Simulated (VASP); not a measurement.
# HfC (Pm-3m) in VASP: single point with PBE

Aim: the single point of HfC with PBE.

Everything below comes from runs of VASP 6.6.1. Logs are shortened: lines on timing, memory, paths and dates and some standing lists are left out, and cuts for length are marked.

### 1 The cell of the first run

The structure is cubic, space group Pm-3m (No. 221). The conventional cell has a = 2.929 Å, b = 2.929 Å, c = 2.929 Å, α = 90.00°, β = 90.00°, γ = 90.00°. Hf (site symmetry m-3m) has 8 C at 2.54 Å and 6 Hf at 2.93 Å within 3.3 Å. C (site symmetry m-3m) has 8 Hf at 2.54 Å and 6 C at 2.93 Å within 3.3 Å.

### 2 Single point, PBE

The input, INCAR:

```
  PREC = Accurate
  ENCUT = 520
  EDIFF = 1E-6
  ISMEAR = 0
  SIGMA = 0.15
  LREAL = F
  LASPH = T
  NELM = 100
  ALGO = Normal
  ISIF = 2
  LWAVE = F
  LCHARG = F
  GGA = PE
  NBANDS = 14
```

The input, KPOINTS:

```
regular mesh
0
Gamma
  20 20 20
```

The input, POSCAR:

```
HfC
1.0
   -0.9764388137      1.9528776273      1.9528776273
    1.9528776273     -0.9764388137      1.9528776273
    1.9528776273      1.9528776273     -0.9764388137
Hf C
1 1
Direct
    0.5000000000      0.5000000000      0.5000000000
    0.0000000000      0.0000000000      0.0000000000
```

Potentials or basis: VASP PAW PBE potentials, release 64 (Hf_pv, C).

The run is started by

```
$ cat potpaw_PBE.64/Hf_pv/POTCAR potpaw_PBE.64/C/POTCAR > POTCAR
$ mpirun -np 1 vasp_std > vasp.out
```

OUTCAR:

```text
PREC = Accurate
   ENCUT = 520
   EDIFF = 1E-6
   ISMEAR = 0
   LREAL = F
   LASPH = T
   NELM = 100
   ISIF = 2
   GGA = PE

 ion  position               nearest neighbor table
   1  0.500  0.500  0.500-   2 2.54   2 2.54   2 2.54   2 2.54   2 2.54   2 2.54   2 2.54   2 2.54

   2  0.000  0.000  0.000-   1 2.54   1 2.54   1 2.54   1 2.54   1 2.54   1 2.54   1 2.54   1 2.54

  LATTYP: Found a simple cubic cell.
 ALAT       =     2.9293164410

  Lattice vectors:

 A1 = (  -0.9764388137,   1.9528776273,   1.9528776273)
 A2 = (   1.9528776273,  -0.9764388137,   1.9528776273)
 A3 = (   1.9528776273,   1.9528776273,  -0.9764388137)

Analysis of symmetry for initial positions (statically):
=====================================================================
 Subroutine PRICEL returns:
 Original cell was already a primitive cell.

 Routine SETGRP: Setting up the symmetry group for a
 simple cubic supercell.

 Subroutine GETGRP returns: Found 48 space group operations
 (whereof 48 operations were pure point group operations)
 out of a pool of 48 trial point group operations.

The static configuration has the point symmetry O_h .

Analysis of symmetry for dynamics (positions and initial velocities):
=====================================================================
 Subroutine PRICEL returns:
 Original cell was already a primitive cell.

 Routine SETGRP: Setting up the symmetry group for a
 simple cubic supercell.

 Subroutine GETGRP returns: Found 48 space group operations
 (whereof 48 operations were pure point group operations)
 out of a pool of 48 trial point group operations.

The dynamic configuration has the point symmetry O_h .

 Subroutine INISYM returns: Found 48 space group operations
 (whereof 48 operations are pure point group operations),
 and found     1 'primitive' translations

----------------------------------------------------------------------------------------

                                     Primitive cell

  volume of cell :      25.1362

  direct lattice vectors                    reciprocal lattice vectors
    -0.976438814  1.952877627  1.952877627    -0.113792190  0.227584380  0.227584380
     1.952877627 -0.976438814  1.952877627     0.227584380 -0.113792190  0.227584380
     1.952877627  1.952877627 -0.976438814     0.227584380  0.227584380 -0.113792190

  length of vectors
[... 90 lines left out ...]
   POTIM  = 0.5000    time-step for ionic-motion
   TEBEG  =    0.0;   TEEND  =   0.0 temperature during run
   PSTRESS=    0.0 pullay stress
   NELECT =      14.0000    total number of electrons
   NUPDOWN=      -1.0000    fix difference up-down
   EMIN   =  10.00;   EMAX   =-10.00  energy-range for DOS
   EFERMI =   0.00;   METHOD = LEGACY
   ISMEAR =     0;   SIGMA  =   0.15  broadening in eV -4-tet -1-fermi 0-gaus
   EFERMI_NEDOS =   21; number of points for ismear=-14 and -15
   IALGO  =     38    algorithm
   IMIX   =      4    mixing-type and parameters
     AMIX     =   0.40;   BMIX     =  1.00
     AMIX_MAG =   1.60;   BMIX_MAG =  1.00
  volume/ion in A,a.u.               =      12.57        84.81
  Fermi-wavevector in a.u.,A,eV,Ry     =   1.346949  2.545365 24.684672  1.814272
  Thomas-Fermi vector in A             =   2.474740
   LORBIT       =      0    0 simple, 1 ext, 2 COOP (PROOUT), +10 PAW based schemes
   GGA     = PE    functional components
   LHFCALC =     F    Hartree Fock is set to
   AEXX    =    0.0000 exact exchange contribution
   IVDW    =     0    specifies the selected vdW correction
   LEPSILON=     F    determine dielectric tensor
   LRPA    =     F    only Hartree local field effects (RPA)
 non-spin polarized calculation
 Gauss-broadening in eV      SIGMA  =   0.15
  energy-cutoff  :      520.00
  volume of cell :       25.14
 maximum number of plane-waves:       699
 NGX is ok and might be reduce to    24
   NGX = 11   NGY = 11   NGZ = 11

 number of electron      14.0000004 magnetization

 Free energy of the ion-electron system (eV)
  ---------------------------------------------------
  ext. energy  EPLUGINS =         0.00000000
  ---------------------------------------------------
  free energy    TOTEN  =       -18.33382963 eV

  energy without entropy =      -18.31002909  energy(sigma->0) =      -18.32192936

 E-fermi :   6.3347     XC(G=0): -12.3920

 val. band max:        6.3328252520   @ k =   0.5000   0.1500   0.1000
 cond. band min:       6.3357099981   @ k =   0.1500   0.0500   0.0500
 fundamental gap:      0.0028847462
 Fermi energy:         6.3347378030

 k-point     1 :       0.0000    0.0000    0.0000
  band No.  band energies     occupation
      1     -23.7619      2.00000
      2     -23.7619      2.00000
      3     -23.7619      2.00000
      4      -6.2434      2.00000
      5       4.5296      2.00000
      6       4.5296      2.00000
      7       7.3856      0.00000
      8       7.3856      0.00000
      9       7.3856      0.00000
     10      12.2676      0.00000
     11      12.2676      0.00000
     12      12.2676      0.00000
     13      12.3874      0.00000
     14      19.4544      0.00000
[... 377 lines left out ...]
      1     -24.0930      2.00000
      2     -23.8239      2.00000
      3     -23.7224      2.00000
      4      -5.2954      2.00000
      5       3.4543      2.00000
      6       4.6802      2.00000
      7       6.2698      1.45978
      8       6.5484      0.04393
      9       8.5077      0.00000
     10      11.7525      0.00000
     11      12.2795      0.00000
     12      13.5576      0.00000
     13      14.7961      0.00000
     14      19.4547      0.00000

 [... further k-points ...]

------------------------ aborting loop because EDIFF is reached ----------------------------------------

  FORCE on cell =-STRESS in cart. coord.  units (eV):
  Direction    XX          YY          ZZ          XY          YZ          ZX
  --------------------------------------------------------------------------------------
  -------------------------------------------------------------------------------------
  Total       -1.0660339     -1.0660339     -1.0660339      0.0000000      0.0000000      0.0000000
  in kB      -67.9489470    -67.9489470    -67.9489470      0.0000000      0.0000000      0.0000000
  external PRESSURE =     -67.9489470 kB  Pullay stress =       0.0000000 kB

 VOLUME and BASIS-vectors are now :
 -----------------------------------------------------------------------------
  energy-cutoff  :      520.00
  volume of cell :       25.14
      direct lattice vectors                 reciprocal lattice vectors
    -0.976438814  1.952877627  1.952877627    -0.113792190  0.227584380  0.227584380
     1.952877627 -0.976438814  1.952877627     0.227584380 -0.113792190  0.227584380
     1.952877627  1.952877627 -0.976438814     0.227584380  0.227584380 -0.113792190

 POSITION                                       TOTAL-FORCE (eV/Angst)
 -----------------------------------------------------------------------------------
      1.46466      1.46466      1.46466         0.000000     -0.000000     -0.000000
      0.00000      0.00000      0.00000        -0.000000      0.000000      0.000000
 -----------------------------------------------------------------------------------
    total drift:                               -0.000000     -0.000000      0.000000

  FREE ENERGIE OF THE ION-ELECTRON SYSTEM (eV)
  ---------------------------------------------------
  free  energy   TOTEN  =       -18.3338296298 eV

  energy  without entropy=      -18.3100290917  energy(sigma->0) =      -18.32192936
```

stdout:

```text
POSCAR found type information on POSCAR HfC
 POSCAR found :  2 types and       2 ions
 scaLAPACK will be used
 LDA part: xc-table for (Slater+PW92), standard interpolation
 POSCAR, INCAR and KPOINTS ok, starting setup
 FFT: planning ... GRIDC
 FFT: planning ... GRID_SOFT
 FFT: planning ... GRID
 WAVECAR not read
 entering main loop
```

Wall time 1.9 min (1 thread of Intel Xeon 8259CL, shared host); peak memory 0.22 GiB.

Results:

| Property | Result |
| --- | --- |
| Free energy | -18.3338 eV |
| Pressure | -6.8 GPa |
| Band gap on the k mesh | zero (bands 7 and 8 overlap by 1.86 eV) |

Caveat: the cell stands under tension; spin-orbit coupling is left out, which moves the levels of the heavy elements.
